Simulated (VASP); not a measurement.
# HfO2 in VASP: settings compared

Aim: see how the results for HfO2 move with the level of theory and the settings. Levels: PBE, PBEsol. Tasks: electric field gradients.

Everything below comes from runs of VASP 6.6.1. Logs are shortened: lines on timing, memory, paths and dates and some standing lists are left out, and cuts for length are marked.

## 1. The cell of the first run

The typed cell holds 12 atoms: a = 5.118 Å, b = 5.186 Å, c = 5.284 Å, α = 90.00°, β = 99.35°, γ = 90.00°.

## 2. Electric field gradients, PBE (atom 4 (Hf) moved by 0.10 Å)

Contents of INCAR:

```
SYSTEM = HfO2
PREC = Accurate
ENCUT = 520
EDIFF = 1E-8
ISMEAR = -1
SIGMA = 0.02
LREAL = .FALSE.
LASPH = .TRUE.
NELM = 60
ALGO = Normal
ISIF = 2
LWAVE = .FALSE.
LCHARG = .FALSE.
GGA = PE
LEFG = .TRUE.
NBANDS = 56
```

Contents of KPOINTS:

```
Automatic mesh
0
G
  4 4 4
  0 0 0
```

Contents of POSCAR:

```
HfO2
1.0
    5.1180000000      0.0000000000      0.0000000000
    0.0000000000      5.1857000000      0.0000000000
   -0.8586630598      0.0000000000      5.2138671406
Hf O
4 8
Direct
    0.2767007924      0.0418823965      0.2081292278
    0.7232992076      0.5418823965      0.2918707722
    0.7232992076      0.9581176035      0.7918707722
    0.2850084686      0.4467208779      0.7224755849
    0.4465502658      0.7583828167      0.4802714331
    0.5534497342      0.2583828167      0.0197285669
    0.5534497342      0.2416171833      0.5197285669
    0.4465502658      0.7416171833      0.9802714331
    0.0726418157      0.3392507188      0.3389490721
    0.9273581843      0.8392507188      0.1610509279
    0.9273581843      0.6607492812      0.6610509279
    0.0726418157      0.1607492812      0.8389490721
```

Potentials or basis: VASP PAW PBE potentials, release 64 (Hf_pv, O).

On the command line:

```sh
> cat potpaw_PBE.64/Hf_pv/POTCAR potpaw_PBE.64/O/POTCAR > POTCAR
> mpirun -np 1 vasp_std > vasp.out
```

OUTCAR:

```text
SYSTEM = HfO2
   PREC = Accurate
   ENCUT = 520
   EDIFF = 1E-8
   ISMEAR = -1
   LREAL = .FALSE.
   LASPH = .TRUE.
   NELM = 60
   ISIF = 2
   GGA = PE

 ion  position               nearest neighbor table
   1  0.277  0.042  0.208-   9 2.04  10 2.05   5 2.14  12 2.15   6 2.17   8 2.23   7 2.24   3 3.32
                             4 3.32   4 3.43   2 3.44   2 3.44   3 3.45   3 3.55
   2  0.723  0.542  0.292-  10 2.04   9 2.05   6 2.14  11 2.15   5 2.17   7 2.23   8 2.24   4 3.40
                             3 3.41   3 3.41   1 3.44   1 3.44   4 3.48   4 3.48
   3  0.723  0.958  0.792-  11 2.04  12 2.05   7 2.14  10 2.15   8 2.17   6 2.23   5 2.24   1 3.32
                             4 3.36   2 3.41   2 3.41   1 3.45   4 3.45   1 3.55
   4  0.285  0.447  0.722-  12 1.99  11 2.12   8 2.12   6 2.15   7 2.16   9 2.21   5 2.30   1 3.32
                             3 3.36   2 3.40   1 3.43   3 3.45   2 3.48   2 3.48
   5  0.447  0.758  0.480-   1 2.14   2 2.17   3 2.24   4 2.30
   6  0.553  0.258  0.020-   2 2.14   4 2.15   1 2.17   3 2.23
   7  0.553  0.242  0.520-   3 2.14   4 2.16   2 2.23   1 2.24
   8  0.447  0.742  0.980-   4 2.12   3 2.17   1 2.23   2 2.24
   9  0.073  0.339  0.339-   1 2.04   2 2.05   4 2.21
  10  0.927  0.839  0.161-   2 2.04   1 2.05   3 2.15
  11  0.927  0.661  0.661-   3 2.04   4 2.12   2 2.15
  12  0.073  0.161  0.839-   4 1.99   3 2.05   1 2.15

  LATTYP: Found a simple monoclinic cell.
 ALAT       =     5.1180000000
 B/A-ratio  =     1.0132278234
 C/A-ratio  =     1.0324540836
 COS(beta)  =    -0.1624993963

  Lattice vectors:

 A1 = (   5.1180000000,   0.0000000000,   0.0000000000)
 A2 = (   0.0000000000,   5.1857000000,   0.0000000000)
 A3 = (  -0.8586630598,   0.0000000000,   5.2138671406)

Analysis of symmetry for initial positions (statically):
=====================================================================
 Subroutine PRICEL returns:
 Original cell was already a primitive cell.

 Routine SETGRP: Setting up the symmetry group for a
 simple monoclinic supercell.

 Subroutine GETGRP returns: Found  1 space group operations
 (whereof  1 operations were pure point group operations)
 out of a pool of  4 trial point group operations.

The static configuration has the point symmetry C_1 .

Analysis of symmetry for dynamics (positions and initial velocities):
=====================================================================
 Subroutine PRICEL returns:
 Original cell was already a primitive cell.

 Routine SETGRP: Setting up the symmetry group for a
 simple monoclinic supercell.

 Subroutine GETGRP returns: Found  1 space group operations
 (whereof  1 operations were pure point group operations)
 out of a pool of  4 trial point group operations.

The dynamic configuration has the point symmetry C_1 .

 Subroutine INISYM returns: Found  1 space group operations
 (whereof  1 operations are pure point group operations),
 and found     1 'primitive' translations

----------------------------------------------------------------------------------------

                                     Primitive cell

  volume of cell :     138.3782

  direct lattice vectors                    reciprocal lattice vectors
     5.118000000  0.000000000  0.000000000     0.195388824  0.000000000  0.032178259
     0.000000000  5.185700000  0.000000000     0.000000000  0.192837997  0.000000000
    -0.858663060  0.000000000  5.213867141     0.000000000  0.000000000  0.191796218

  length of vectors
     5.118000000  5.185700000  5.284100000     0.198020789  0.192837997  0.191796218

  position of ions in fractional coordinates (direct lattice)
     0.276700792  0.041882397  0.208129228
     0.723299208  0.541882397  0.291870772
     0.723299208  0.958117603  0.791870772
     0.285008469  0.446720878  0.722475585
     0.446550266  0.758382817  0.480271433
     0.553449734  0.258382817  0.019728567
     0.553449734  0.241617183  0.519728567
     0.446550266  0.741617183  0.980271433
     0.072641816  0.339250719  0.338949072
     0.927358184  0.839250719  0.161050928
     0.927358184  0.660749281  0.661050928
     0.072641816  0.160749281  0.838949072

[... 109 lines left out ...]
  Thomas-Fermi vector in A             =   2.530039
   LORBIT       =      0    0 simple, 1 ext, 2 COOP (PROOUT), +10 PAW based schemes
   GGA     = PE    functional components
[... 5 lines left out ...]
 non-spin polarized calculation
  energy-cutoff  :      520.00
  volume of cell :      138.38
 maximum number of plane-waves:      3743
 NGX is ok and might be reduce to    40
   NGX = 19   NGY = 19   NGZ = 19

 number of electron      87.9999999 magnetization

 Free energy of the ion-electron system (eV)
  ---------------------------------------------------
  ext. energy  EPLUGINS =         0.00000000
  ---------------------------------------------------
  free energy    TOTEN  =      -121.94256911 eV

  energy without entropy =     -121.94256911  energy(sigma->0) =     -121.94256911

 E-fermi :   3.6029     XC(G=0): -11.4365

 val. band max:        3.1753318633   @ k =   0.0000   0.0000   0.0000
 cond. band min:       7.1156269542   @ k =   0.5000   0.0000   0.0000
 fundamental gap:      3.9402950909
 Fermi energy:         3.6029228247

 k-point     1 :       0.0000    0.0000    0.0000
  band No.  band energies     occupation
      1     -26.4676      2.00000
      2     -26.4579      2.00000
      3     -26.4174      2.00000
      4     -26.2327      2.00000
      5     -26.1493      2.00000
      6     -26.1369      2.00000
[... 1405 lines left out ...]
     55      10.6298      0.00000
     56      10.7595      0.00000

 [... further k-points ...]

------------------------ aborting loop because EDIFF is reached ----------------------------------------

  FORCE on cell =-STRESS in cart. coord.  units (eV):
  Direction    XX          YY          ZZ          XY          YZ          ZX
  --------------------------------------------------------------------------------------
  -------------------------------------------------------------------------------------
  Total        0.6544555      2.4955580      1.5044908      1.0228113     -0.5079249     -0.4420668
  in kB        7.5774500     28.8941967     17.4193723     11.8423653     -5.8808817     -5.1183608
  external PRESSURE =      17.9636730 kB  Pullay stress =       0.0000000 kB

 VOLUME and BASIS-vectors are now :
 -----------------------------------------------------------------------------
  energy-cutoff  :      520.00
  volume of cell :      138.38
      direct lattice vectors                 reciprocal lattice vectors
     5.118000000  0.000000000  0.000000000     0.195388824  0.000000000  0.032178259
     0.000000000  5.185700000  0.000000000     0.000000000  0.192837997  0.000000000
    -0.858663060  0.000000000  5.213867141     0.000000000  0.000000000  0.191796218

 POSITION                                       TOTAL-FORCE (eV/Angst)
 -----------------------------------------------------------------------------------
      1.23744      0.21719      1.08516        -0.323420     -0.275334      0.472593
      3.45123      2.81004      1.52178         0.349021      0.323202      0.631635
      3.02190      4.96851      4.12871         0.222299     -0.702477     -0.250516
      0.83831      2.31656      3.76689        -0.587932      1.314982     -1.638467
      1.87305      3.93275      2.50407         0.060454      0.026843      0.037501
      2.81562      1.33990      0.10286         0.065519     -0.178678      0.161245
      2.38628      1.25295      2.70980        -0.035624     -0.038682      0.151336
      1.44372      3.84580      5.11101         0.065603     -0.041261      0.050249
      0.08074      1.75925      1.76724         0.148724     -0.165097      0.156365
      4.60793      4.35210      0.83970        -0.005381      0.059537     -0.117994
      4.17860      3.42645      3.44663         0.167000     -0.105008      0.135114
     -0.34859      0.83360      4.37417        -0.126263     -0.218026      0.210941
 -----------------------------------------------------------------------------------
    total drift:                                0.000024     -0.000084      0.000009

  FREE ENERGIE OF THE ION-ELECTRON SYSTEM (eV)
  ---------------------------------------------------
  free  energy   TOTEN  =      -121.9425691101 eV

  energy  without entropy=     -121.9425691101  energy(sigma->0) =     -121.94256911

 Electric field gradients (V/A^2)
---------------------------------------------------------------------
 ion       V_xx      V_yy      V_zz      V_xy      V_xz      V_yz
---------------------------------------------------------------------
   1      -9.411   -64.149    73.559     6.851   -61.472     5.735
   2     -16.363   -58.675    75.038     6.523   -63.320    -4.037
   3      -6.876   -59.372    66.248     1.753   -66.406     9.102
   4       2.570   -75.959    73.389   -11.250   -83.919    18.860
   5       3.663     0.352    -4.015     3.217    -7.081    -7.707
   6       6.128    -0.777    -5.350    -1.712    -7.520     7.924
   7       3.484    -2.516    -0.968     3.319    -9.461    -5.025
   8       4.050     4.889    -8.940    -1.779    -6.806     6.373
   9      -2.672    -4.426     7.098    -9.462    -0.052     3.061
  10      -1.241    -0.576     1.817     9.862    -0.911    -5.595
  11      -0.614    -0.888     1.502   -11.012     1.757     3.047
  12      -0.067    -1.827     1.894     8.127     0.642    -2.853
---------------------------------------------------------------------

 Electric field gradients after diagonalization (V/A^2)
 (convention: |V_zz| > |V_xx| > |V_yy|)
----------------------------------------------------------------------
 ion       V_xx      V_yy      V_zz     asymmetry (V_yy - V_xx)/ V_zz
----------------------------------------------------------------------
   1     -67.210   -39.045   106.255       0.265
   2     -60.297   -47.390   107.686       0.120
   3     -62.029   -43.755   105.784       0.173
   4     -78.323   -53.061   131.384       0.192
   5     -10.994    -1.142    12.136       0.812
   6      12.157     0.615   -12.773       0.904
   7      -9.164    -3.932    13.096       0.399
   8      10.684     2.696   -13.380       0.597
   9       8.849     4.449   -13.297       0.331
  10      11.351     0.270   -11.621       0.954
  11      10.358     2.230   -12.588       0.646
  12       7.611     2.079    -9.690       0.571
----------------------------------------------------------------------

           NMR quadrupolar parameters

 Cq : quadrupolar parameter    Cq=e*Q*V_zz/h
 eta: asymmetry parameters     (V_yy - V_xx)/ V_zz
 Q  : nuclear electric quadrupole moment in mb (millibarn)
----------------------------------------------------------------------
 ion       Cq(MHz)       eta       Q (mb)
----------------------------------------------------------------------
   1       0.257       0.265       1.000
   2       0.260       0.120       1.000
   3       0.256       0.173       1.000
   4       0.318       0.192       1.000
   5       0.029       0.812       1.000
   6      -0.031       0.904       1.000
   7       0.032       0.399       1.000
   8      -0.032       0.597       1.000
   9      -0.032       0.331       1.000
  10      -0.028       0.954       1.000
  11      -0.030       0.646       1.000
  12      -0.023       0.571       1.000
----------------------------------------------------------------------
```

Run time: 3.3 min. Hardware: 1 thread of Intel Xeon 6975P-C (Granite Rapids), shared host; peak memory 0.35 GiB.

Results:

- Free energy: -121.9426 eV
- Pressure: 1.8 GPa
- Largest force: 2.182 eV/Å
- Band gap on the k mesh: 3.94 eV (least direct gap 4.02 eV)
- Largest electric field gradient by atom: Hf +106.3, +107.7, +105.8, +131.4; O +12.1, -12.8, +13.1, -13.4, -13.3, -11.6, -12.6, -9.7 V/Å²

Forces on the atoms (eV/Å):
```
Hf  -0.323 -0.275  0.473
Hf   0.349  0.323  0.632
Hf   0.222 -0.702 -0.251
Hf  -0.588  1.315 -1.638
O    0.060  0.027  0.038
O    0.066 -0.179  0.161
O   -0.036 -0.039  0.151
O    0.066 -0.041  0.050
O    0.149 -0.165  0.156
O   -0.005  0.060 -0.118
O    0.167 -0.105  0.135
O   -0.126 -0.218  0.211
```

Electric field gradients, principal values (V/Å²):
```tsv
atom	least	middle	greatest (by size)
1 Hf	-39.045	-67.210	106.255
2 Hf	-47.390	-60.297	107.686
3 Hf	-43.755	-62.029	105.784
4 Hf	-53.061	-78.323	131.384
5 O	-1.142	-10.994	12.136
6 O	0.615	12.157	-12.773
7 O	-3.932	-9.164	13.096
8 O	2.696	10.684	-13.380
9 O	4.449	8.849	-13.297
10 O	0.270	11.351	-11.621
11 O	2.230	10.358	-12.588
12 O	2.079	7.611	-9.690
```

Caveat: the cell differs from its parent crystal (atom 4 (Hf) moved by 0.10 Å); without QUAD_EFG the Cq values of the log hold for a quadrupole moment of 1 mb, not for the nuclei; spin-orbit coupling is left out, which moves the levels of the heavy elements; forces of over 1 eV/Å act on the atoms, so gaps and moduli don't describe the material at rest.

(Continued in part 2 of 2.)
